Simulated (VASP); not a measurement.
Set up this calculation in VASP 6.6.1, as the native input.

* Task: single point
* Functional: RPBE
* Dispersion: D3(BJ)
* Potentials or basis: VASP PAW PBE potentials, release 64 (Te, Sn_d)
* Cutoff: 520 eV
* k mesh: 7 × 7 × 7
* Occupations: fermi-dirac, width 0.05 eV
* Spin: no spin polarisation
* Dipole correction: no
* Further INCAR settings: ALGO = Normal; EDIFF = 1e-06; NBANDS = 17

The structure of SnTe lies in POSCAR:

```
SnTe
1.0
    3.4712075509      0.0000000000      0.0000000000
    0.0000000000      3.4712075509      0.0000000000
    0.0000000000      0.0000000000      3.4712075509
Te Sn
1 1
Direct
    0.5000000000      0.5000000000      0.5000000000
    0.0000000000      0.0000000000      0.0000000000
```

The input as run:

INCAR

```
  ALGO = Normal
  EDIFF = 1E-6
  ENCUT = 520
  GGA = RP
  ISIF = 2
  ISMEAR = -1
  IVDW = 12
  LASPH = T
  LCHARG = F
  LREAL = F
  LWAVE = F
  NBANDS = 17
  NELM = 80
  PREC = Accurate
  SIGMA = 0.05
```

KPOINTS

```
k-points
0
Gamma
  7 7 7
```

Potentials or basis: VASP PAW PBE potentials, release 64 (Te, Sn_d).

Command:

```sh
$ cat potpaw_PBE.64/Te/POTCAR potpaw_PBE.64/Sn_d/POTCAR > POTCAR
$ mpirun -np 1 vasp_std > vasp.out
```

Results of the run:

```
Pressure                   : -0.1 GPa
Band gap on the k mesh     : zero (band 10 reaches 13.46 eV, above the bottom of band 11 at 10.17 eV)
Dispersion energy per atom : -3.254 eV
```

Caveat: the PAW data sets were made with another functional, which shifts forces and pressure a little; spin-orbit coupling is left out, which moves the levels of the heavy elements; pairwise dispersion overbinds metals, which lowers pressure and volume.

Wall time 11 s on 1 thread of AMD EPYC 7R43 64-Core Processor (Zen 3), on a shared host, peak memory 0.14 GiB.
